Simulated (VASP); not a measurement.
# Ni (Fm-3m) in VASP: notebook

The runs below take Ni through single point, relaxation of cell and atoms, with LDA.

Everything below comes from runs of VASP 6.6.1. Logs are shortened: lines on timing, memory, paths and dates and some standing lists are left out, and cuts for length are marked.

## (1) The cell of the first run

It takes space group Fm-3m (No. 225, cubic). Conventional cell: a = 3.425 Å, b = 3.425 Å, c = 3.425 Å, α = 90.00°, β = 90.00°, γ = 90.00°. Ni (site symmetry m-3m) has 12 Ni at 2.42 Å within 3.2 Å.

## (2) Single point, LDA, collinear spin, ferromagnetic start

The input, INCAR:

```
  PREC = Accurate
  ENCUT = 600
  EDIFF = 1E-6
  ISMEAR = 0
  SIGMA = 0.1
  LREAL = False
  LASPH = True
  NELM = 200
  ALGO = Normal
  ISIF = 2
  LWAVE = False
  LCHARG = True
  ISPIN = 2
  MAGMOM = 0.8
  LORBIT = 11
  LMAXMIX = 4
  LELF = True
  LVHAR = True
  NBANDS = 15
  GGA_COMPAT = False
```

The input, KPOINTS:

```
regular mesh
0
Gamma
  10 10 10
```

The input, POSCAR:

```
Ni
1.0
    0.0000000000      1.7126573795      1.7126573795
    1.7126573795      0.0000000000      1.7126573795
    1.7126573795      1.7126573795      0.0000000000
Ni
1
Direct
    0.0000000000      0.0000000000      0.0000000000
```

Potentials or basis: VASP PAW LDA potentials, release 64 (Ni).

Launch:

```console
> cat potpaw_LDA.64/Ni/POTCAR > POTCAR
> mpirun -np 1 vasp_std > vasp.out
```

OUTCAR:

```text
PREC = Accurate
   ENCUT = 600
   EDIFF = 1E-6
   ISMEAR = 0
   LREAL = False
   LASPH = True
   NELM = 200
   ISIF = 2
   ISPIN = 2
   LORBIT = 11

 ion  position               nearest neighbor table
   1  0.000  0.000  0.000-

  LATTYP: Found a face centered cubic cell.
 ALAT       =     3.4253147590

  Lattice vectors:

 A1 = (   0.0000000000,   1.7126573795,   1.7126573795)
 A2 = (   1.7126573795,   0.0000000000,   1.7126573795)
 A3 = (   1.7126573795,   1.7126573795,   0.0000000000)

Analysis of symmetry for initial positions (statically):
=====================================================================
 Subroutine PRICEL returns:
 Original cell was already a primitive cell.

 Routine SETGRP: Setting up the symmetry group for a
 face centered cubic supercell.

 Subroutine GETGRP returns: Found 48 space group operations
 (whereof 48 operations were pure point group operations)
 out of a pool of 48 trial point group operations.

The static configuration has the point symmetry O_h .

Analysis of symmetry for dynamics (positions and initial velocities):
=====================================================================
 Subroutine PRICEL returns:
 Original cell was already a primitive cell.

 Routine SETGRP: Setting up the symmetry group for a
 face centered cubic supercell.

 Subroutine GETGRP returns: Found 48 space group operations
 (whereof 48 operations were pure point group operations)
 out of a pool of 48 trial point group operations.

The dynamic configuration has the point symmetry O_h .

Analysis of structural, dynamic, and magnetic symmetry:
=====================================================================
 Subroutine PRICEL returns:
 Original cell was already a primitive cell.

 Routine SETGRP: Setting up the symmetry group for a
 face centered cubic supercell.

 Subroutine GETGRP returns: Found 48 space group operations
 (whereof 48 operations were pure point group operations)
 out of a pool of 48 trial point group operations.

The overall configuration has the point symmetry O_h .

 Subroutine INISYM returns: Found 48 space group operations
 (whereof 48 operations are pure point group operations),
 and found     1 'primitive' translations

----------------------------------------------------------------------------------------

                                     Primitive cell

  volume of cell :      10.0471

  direct lattice vectors                    reciprocal lattice vectors
     0.000000000  1.712657379  1.712657379    -0.291943973  0.291943973  0.291943973
     1.712657379  0.000000000  1.712657379     0.291943973 -0.291943973  0.291943973
     1.712657379  1.712657379  0.000000000     0.291943973  0.291943973 -0.291943973

  length of vectors
     2.422063294  2.422063294  2.422063294     0.505661794  0.505661794  0.505661794

  position of ions in fractional coordinates (direct lattice)
     0.000000000  0.000000000  0.000000000

  ion indices of the primitive-cell ions
   primitive index   ion index
                 1           1

----------------------------------------------------------------------------------------

 KPOINTS: regular mesh

Automatic generation of k-mesh.
 Grid dimensions read from file:
 generate k-points for:   10   10   10

 Generating k-lattice:

  Cartesian coordinates                     Fractional coordinates (reciprocal lattice)
    -0.029194397  0.029194397  0.029194397     0.100000000  0.000000000  0.000000000
     0.029194397 -0.029194397  0.029194397     0.000000000  0.100000000  0.000000000
     0.029194397  0.029194397 -0.029194397     0.000000000  0.000000000  0.100000000

  Length of vectors
     0.050566179  0.050566179  0.050566179

  Shift w.r.t. Gamma in fractional coordinates (k-lattice)
     0.000000000  0.000000000  0.000000000

 Subroutine IBZKPT returns following result:
 ===========================================

 Found     47 irreducible k-points:

 Following reciprocal coordinates:
            Coordinates               Weight
  0.000000  0.000000  0.000000      1.000000
  0.100000  0.000000  0.000000      8.000000
  0.200000  0.000000  0.000000      8.000000
  0.300000  0.000000  0.000000      8.000000
  0.400000  0.000000  0.000000      8.000000
  0.500000  0.000000  0.000000      4.000000
[... 16 lines left out ...]
  0.300000  0.300000  0.000000      6.000000
  0.400000  0.300000  0.000000     24.000000
 [... further k-points ...]
   k-points           NKPTS =     47   k-points in BZ     NKDIM =     47   number of bands    NBANDS=     15
   number of dos      NEDOS =    301   number of ions     NIONS =      1
   total plane-waves  NPLWV =   8000
   dimension x,y,z NGX =    20 NGY =   20 NGZ =   20
   dimension x,y,z NGXF=    40 NGYF=   40 NGZF=   40
   ions per type =               1
   NGX,Y,Z   is equivalent  to a cutoff of  13.73, 13.73, 13.73 a.u.
   NGXF,Y,Z  is equivalent  to a cutoff of  27.46, 27.46, 27.46 a.u.
 SYSTEM =  unknown system
   PREC   = accura    normal or accurate (medium, high low for compatibility)
   ISTART =      0    job   : 0-new  1-cont  2-samecut
   ICHARG =      2    charge: 1-file 2-atom 10-const
   ISPIN  =      2    spin polarized calculation?
   LNONCOLLINEAR =      F non collinear calculations
   LSORBIT =      F    spin-orbit coupling
   LASPH  =      T    aspherical Exc in radial PAW
   ENCUT  =  600.0 eV  44.10 Ry    6.64 a.u.   4.84  4.84  4.84*2*pi/ulx,y,z
   NELM   =    200;   NELMIN=  2; NELMDL= -5     # of ELM steps
   EDIFF  = 0.1E-05   stopping-criterion for ELM
   LREAL  =      F    real-space projection
[... 7 lines left out ...]
   TEBEG  =    0.0;   TEEND  =   0.0 temperature during run
   PSTRESS=    0.0 pullay stress
   NELECT =      10.0000    total number of electrons
   NUPDOWN=      -1.0000    fix difference up-down
   EMIN   =  10.00;   EMAX   =-10.00  energy-range for DOS
   EFERMI =   0.00;   METHOD = LEGACY
   ISMEAR =     0;   SIGMA  =   0.10  broadening in eV -4-tet -1-fermi 0-gaus
   EFERMI_NEDOS =   21; number of points for ismear=-14 and -15
   IALGO  =     38    algorithm
   IMIX   =      4    mixing-type and parameters
     AMIX     =   0.40;   BMIX     =  1.00
     AMIX_MAG =   1.60;   BMIX_MAG =  1.00
  volume/ion in A,a.u.               =      10.05        67.80
  Fermi-wavevector in a.u.,A,eV,Ry     =   1.634535  3.088824 36.350769  2.671706
  Thomas-Fermi vector in A             =   2.726158
   LORBIT       =     11    0 simple, 1 ext, 2 COOP (PROOUT), +10 PAW based schemes
   GGA     = CA    functional components
   LHFCALC =     F    Hartree Fock is set to
   AEXX    =    0.0000 exact exchange contribution
   IVDW    =     0    specifies the selected vdW correction
   LEPSILON=     F    determine dielectric tensor
   LRPA    =     F    only Hartree local field effects (RPA)
 spin polarized calculation
 Gauss-broadening in eV      SIGMA  =   0.10
  energy-cutoff  :      600.00
  volume of cell :       10.05
 maximum number of plane-waves:       344
   NGX =  9   NGY =  9   NGZ =  9

 number of electron      10.0000000 magnetization       0.8000000

 number of electron       9.9999993 magnetization       0.6488616

 Free energy of the ion-electron system (eV)
  ---------------------------------------------------
  ext. energy  EPLUGINS =         0.00000000
  ---------------------------------------------------
  free energy    TOTEN  =        -6.57908792 eV

  energy without entropy =       -6.57034046  energy(sigma->0) =       -6.57471419

 E-fermi :  10.2218     XC(G=0): -14.0913

 val. band max:       10.2043245387   @ k =   0.5000   0.3000   0.1000
 cond. band min:      10.2273372515   @ k =   0.4000   0.0000   0.0000
 fundamental gap:      0.0230127128
 Fermi energy:        10.2217768730

 spin component 1

 k-point     1 :       0.0000    0.0000    0.0000
  band No.  band energies     occupation
      1       0.6548      1.00000
      2       7.6189      1.00000
      3       7.6189      1.00000
      4       7.6189      1.00000
      5       8.9173      1.00000
      6       8.9173      1.00000
      7      34.6509      0.00000
      8      39.0435      0.00000
      9      39.0435      0.00000
     10      39.0435      0.00000
     11      42.2951      0.00000
     12      42.2951      0.00000
     13      42.2951      0.00000
     14      45.2738      0.00000
     15      52.1933      0.00000
[... 397 lines left out ...]
 k-point    24 :       0.4000    0.3000    0.0000
  band No.  band energies     occupation
      1       5.1530      1.00000
      2       6.0760      1.00000
      3       8.3966      1.00000
      4       9.0484      1.00000
      5       9.6674      1.00000
      6      10.3377      0.05058
      7      24.9298      0.00000
      8      26.1379      0.00000
      9      27.9642      0.00000
     10      32.5643      0.00000
     11      37.4021      0.00000
     12      52.2412      0.00000
     13      52.7819      0.00000
     14      55.6689      0.00000
     15      58.3932      0.00000

 [... further k-points ...]

 spin component 2

 k-point     1 :       0.0000    0.0000    0.0000
  band No.  band energies     occupation
      1       0.7125      1.00000
      2       8.2790      1.00000
      3       8.2790      1.00000
      4       8.2790      1.00000
      5       9.5254      1.00000
      6       9.5254      1.00000
      7      34.6475      0.00000
      8      39.1030      0.00000
      9      39.1030      0.00000
     10      39.1030      0.00000
     11      42.4869      0.00000
     12      42.4869      0.00000
     13      42.4869      0.00000
     14      45.2645      0.00000
     15      52.4054      0.00000
[... 397 lines left out ...]
 k-point    24 :       0.4000    0.3000    0.0000
  band No.  band energies     occupation
      1       5.4251      1.00000
      2       6.6395      1.00000
      3       8.8996      1.00000
      4       9.7182      1.00000
      5      10.3444      0.04151
      6      10.8458      0.00000
      7      25.1053      0.00000
      8      26.3253      0.00000
      9      28.0882      0.00000
     10      32.7612      0.00000
     11      37.5677      0.00000
     12      52.3216      0.00000
     13      52.8815      0.00000
     14      57.0111      0.00000
     15      58.6345      0.00000

 [... further k-points ...]

------------------------ aborting loop because EDIFF is reached ----------------------------------------

  FORCE on cell =-STRESS in cart. coord.  units (eV):
  Direction    XX          YY          ZZ          XY          YZ          ZX
  --------------------------------------------------------------------------------------
  -------------------------------------------------------------------------------------
  Total       -0.0099871     -0.0099871     -0.0099871      0.0000000      0.0000000      0.0000000
  in kB       -1.5926057     -1.5926057     -1.5926057      0.0000000      0.0000000      0.0000000
  external PRESSURE =      -1.5926057 kB  Pullay stress =       0.0000000 kB

 VOLUME and BASIS-vectors are now :
 -----------------------------------------------------------------------------
  energy-cutoff  :      600.00
  volume of cell :       10.05
      direct lattice vectors                 reciprocal lattice vectors
     0.000000000  1.712657379  1.712657379    -0.291943973  0.291943973  0.291943973
     1.712657379  0.000000000  1.712657379     0.291943973 -0.291943973  0.291943973
     1.712657379  1.712657379  0.000000000     0.291943973  0.291943973 -0.291943973

 POSITION                                       TOTAL-FORCE (eV/Angst)
 -----------------------------------------------------------------------------------
      0.00000      0.00000      0.00000         0.000000      0.000000      0.000000
 -----------------------------------------------------------------------------------
    total drift:                                0.000000      0.000000      0.000000

  FREE ENERGIE OF THE ION-ELECTRON SYSTEM (eV)
  ---------------------------------------------------
  free  energy   TOTEN  =        -6.5790879229 eV

  energy  without entropy=       -6.5703404612  energy(sigma->0) =       -6.57471419

 total charge

# of ion       s       p       d       tot
------------------------------------------
    1        0.535   0.572   8.365   9.472

 magnetization (x)

# of ion       s       p       d       tot
------------------------------------------
    1       -0.003  -0.017   0.669   0.648
```

Run time: 35 s. Hardware: 1 thread of Intel Xeon 8259CL, shared host; peak memory 0.13 GiB.

What came out:

```
Free energy                                           : -6.5791 eV
Pressure                                              : -0.2 GPa
Net moment                                            : 0.65 μB per cell
Site moments                                          : Ni +0.65 μB
Valence electrons inside the program's atomic spheres : Ni 9.47
```

Levels at points of the mesh, in eV from the Fermi level:
Spin up:
```tsv
k point	band 1	band 2	band 3	band 4	band 5	band 6	band 7	band 8	band 9	band 10
(0.00, 0.00, 0.00)	-9.57	-2.60	-2.60	-2.60	-1.30	-1.30	24.43	28.82	28.82	28.82
(0.50, 0.00, 0.00)	-5.28	-2.61	-2.61	-0.53	-0.53	-0.42	6.28	22.91	25.95	25.95
(0.50, 0.50, 0.00)	-5.14	-4.61	-0.49	-0.36	-0.36	2.49	9.99	15.51	15.51	20.82
```
Spin down:
```
           k point  band 1  band 2  band 3  band 4  band 5  band 6  band 7  band 8  band 9  band 10
(0.00, 0.00, 0.00)   -9.51   -1.94   -1.94   -1.94   -0.70   -0.70   24.43   28.88   28.88    28.88
(0.50, 0.00, 0.00)   -4.87   -2.02   -2.02   -0.37    0.17    0.17    6.70   22.90   26.09    26.09
(0.50, 0.50, 0.00)   -4.76   -4.06    0.14    0.40    0.40    2.55   10.30   15.60   15.60    21.09
```

## (3) Single point, LDA, collinear spin, ferromagnetic start

The input, INCAR:

```
SYSTEM = Ni
ALGO = Normal ; EDIFF = 1E-6
ENCUT = 600 ; GGA_COMPAT = .FALSE.
ISIF = 2 ; ISMEAR = 0
ISPIN = 2 ; LASPH = .TRUE.
LCHARG = .FALSE. ; LMAXMIX = 4
LORBIT = 11 ; LREAL = .FALSE.
LWAVE = .FALSE. ; MAGMOM = 0.78
NBANDS = 15 ; NELM = 200
PREC = Accurate ; SIGMA = 0.1
```

The input, KPOINTS:

```
k-points
0
G
  20 20 20
  0 0 0
```

The input, POSCAR:

```
Ni
1.0
    0.0000000000      1.7121890746      1.7121890746
    1.7121890746      0.0000000000      1.7121890746
    1.7121890746      1.7121890746      0.0000000000
Ni
1
Direct
    0.0000000000      0.0000000000      0.0000000000
```

Potentials or basis: VASP PAW LDA potentials, release 64 (Ni).

Launch:

```console
> cat potpaw_LDA.64/Ni/POTCAR > POTCAR
> mpirun -np 1 vasp_std > vasp.out
```

It took 2.7 min on 1 thread of Intel Xeon 8259CL, shared host; peak memory 0.18 GiB.

It converged, with:

* Free energy: -6.5829 eV
* Pressure: -0.3 GPa
* Net moment: 0.60 μB per cell
* Site moments: Ni +0.60 μB
* Valence electrons inside the program's atomic spheres: Ni 9.47

Levels at points of the mesh, in eV from the Fermi level:
Spin up:
```
           k point  band 1  band 2  band 3  band 4  band 5  band 6  band 7  band 8  band 9  band 10
(0.00, 0.00, 0.00)   -9.55   -2.57   -2.57   -2.57   -1.27   -1.27   24.45   28.85   28.85    28.85
(0.50, 0.00, 0.00)   -5.25   -2.58   -2.58   -0.49   -0.49   -0.40    6.32   22.94   25.99    25.99
(0.50, 0.50, 0.00)   -5.12   -4.58   -0.46   -0.32   -0.32    2.51   10.02   15.54   15.54    20.86
```
Spin down:
```tsv
k point	band 2	band 3	band 4	band 5	band 6	band 7	band 8	band 9
(0.00, 0.00, 0.00)	-1.95	-1.95	-1.95	-0.71	-0.71	24.44	28.90	28.90
(0.50, 0.00, 0.00)	-2.03	-2.03	-0.37	0.16	0.16	6.70	22.92	26.11
(0.50, 0.50, 0.00)	-4.07	0.13	0.39	0.39	2.56	10.31	15.61	15.61
```

## (4) Relaxation of cell and atoms, LDA, collinear spin, ferromagnetic start

The input, INCAR:

```
SYSTEM = Ni
PREC = Accurate ; ENCUT = 600
EDIFF = 1E-7 ; ISMEAR = 0
SIGMA = 0.1 ; LREAL = .FALSE.
LASPH = .TRUE. ; NELM = 200
ALGO = Normal ; ISIF = 3
LWAVE = .FALSE. ; LCHARG = .FALSE.
ISPIN = 2 ; MAGMOM = 0.78
LORBIT = 11 ; LMAXMIX = 4
GGA = CA ; IBRION = 2
NSW = 100 ; EDIFFG = -0.002
GGA_COMPAT = .FALSE. ; NELMIN = 4
```

The input, KPOINTS:

```
Automatic mesh
0
G
  20 20 20
  0 0 0
```

The input, POSCAR:

```
Ni
1.0
    0.0000000000      1.7126573795      1.7126573795
    1.7126573795      0.0000000000      1.7126573795
    1.7126573795      1.7126573795      0.0000000000
Ni
1
Direct
    0.0000000000      0.0000000000      0.0000000000
```

Launch:

```console
> cat potpaw_LDA.64/Ni/POTCAR > POTCAR
> mpirun -np 1 vasp_std > vasp.out
```

Wall time 3.1 min (1 thread of Intel Xeon 8259CL, shared host); peak memory 0.17 GiB.

The run converged. Its results:

```yaml
Free_energy: -6.5829 eV
Relaxed_volume: 10.03 Å³/atom
Relaxed_cell: a = 2.420 Å, b = 2.420 Å, c = 2.420 Å, α = 60.00°, β = 60.00°, γ = 60.00°
Space_group_after_relaxing_to_0.05_Å: Fm-3m (No. 225)
Energy_gained_by_relaxing: 0.0 meV/atom
Ionic_steps: 3
Pressure_after_relaxing: 0.0 GPa
Net_moment: 0.60 μB per cell
Site_moments: Ni +0.60 μB
Valence_electrons_inside_the_program's_atomic_spheres: Ni 9.48
```

Final structure:
```cif
data_structure
_symmetry_space_group_name_H-M 'P 1'
_symmetry_Int_Tables_number 1
_cell_length_a 2.4204
_cell_length_b 2.4204
_cell_length_c 2.4204
_cell_angle_alpha 60.000
_cell_angle_beta 60.000
_cell_angle_gamma 60.000
_cell_volume 10.03
loop_
_atom_site_label
_atom_site_type_symbol
_atom_site_fract_x
_atom_site_fract_y
_atom_site_fract_z
_atom_site_occupancy
Ni1 Ni 0.00000 0.00000 0.00000 1
```

Levels at points of the mesh, in eV from the Fermi level:
Spin up:
```tsv
k point	band 2	band 3	band 4	band 5	band 6	band 7	band 8	band 9
(0.00, 0.00, 0.00)	-2.57	-2.57	-2.57	-1.27	-1.27	24.46	28.87	28.87
(0.50, 0.00, 0.00)	-2.58	-2.58	-0.49	-0.49	-0.41	6.33	22.95	26.01
(0.50, 0.50, 0.00)	-4.59	-0.46	-0.31	-0.31	2.51	10.04	15.55	15.55
```
Spin down:
| k point | band 2 | band 3 | band 4 | band 5 | band 6 | band 7 | band 8 | band 9 |
| --- | --- | --- | --- | --- | --- | --- | --- | --- |
| (0.00, 0.00, 0.00) | -1.96 | -1.96 | -1.96 | -0.71 | -0.71 | 24.45 | 28.92 | 28.92 |
| (0.50, 0.00, 0.00) | -2.03 | -2.03 | -0.37 | 0.16 | 0.16 | 6.71 | 22.93 | 26.13 |
| (0.50, 0.50, 0.00) | -4.08 | 0.13 | 0.39 | 0.39 | 2.56 | 10.32 | 15.62 | 15.62 |

## (5) Overview

| task | cell | k mesh | gap on the mesh (eV) | pressure (GPa) | moment (μB) |
| --- | --- | --- | --- | --- | --- |
| single point | a = 2.422 Å, angles 60.0°, 1 atom | 10 × 10 × 10 | none | -0.2 | 0.65 |
| single point | a = 2.421 Å, angles 60.0°, 1 atom | 20 × 20 × 20 | none | -0.3 | 0.60 |
| relaxation of cell and atoms | relaxed from a = 2.422 Å, angles 60.0°, 1 atom | 20 × 20 × 20 | none | 0.0 | 0.60 |

Alike in all rows: level LDA; potentials or basis VASP PAW LDA potentials, release 64 (Ni); spin collinear, ferromagnetic start; cutoff (eV) 600; smearing gaussian 0.1 eV.

Absolute energies hang on the potentials; compare differences alone.
